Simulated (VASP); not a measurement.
# Ag: single point with LDA

Ag:

```
Ag
1.0
     2.64708    0.00000    0.00000
     0.00000    2.64708    0.00000
     0.00000    0.00000    2.64708
Ag
1
Direct
  0.00000 0.00000 0.00000
```

| Item | Value |
| --- | --- |
| Program | VASP 6.6.1 |
| Task | single point |
| Functional | LDA |
| Potentials or basis | VASP PAW LDA potentials, release 64 (Ag) |
| Cutoff | 520 eV |
| k mesh | 13 × 13 × 13 |
| Occupations | fermi-dirac, width 0.1 eV |
| Spin | no spin polarisation |

```
Pressure : 0.1 GPa
```

Levels at points of the mesh, in eV from the Fermi level:
| k point | band 2 | band 3 | band 4 | band 5 | band 6 | band 7 | band 8 | band 9 | band 10 | band 11 |
| --- | --- | --- | --- | --- | --- | --- | --- | --- | --- | --- |
| (0.00, 0.00, 0.00) | -6.23 | -6.23 | -2.66 | -2.66 | -2.66 | 14.71 | 14.71 | 14.71 | 20.46 | 20.46 |

Run time: 8.2 s on 1 thread of Intel(R) Xeon(R) Platinum 8259CL CPU @ 2.50GHz (Skylake/Cascade Lake) (shared host), peak memory 0.13 GiB.
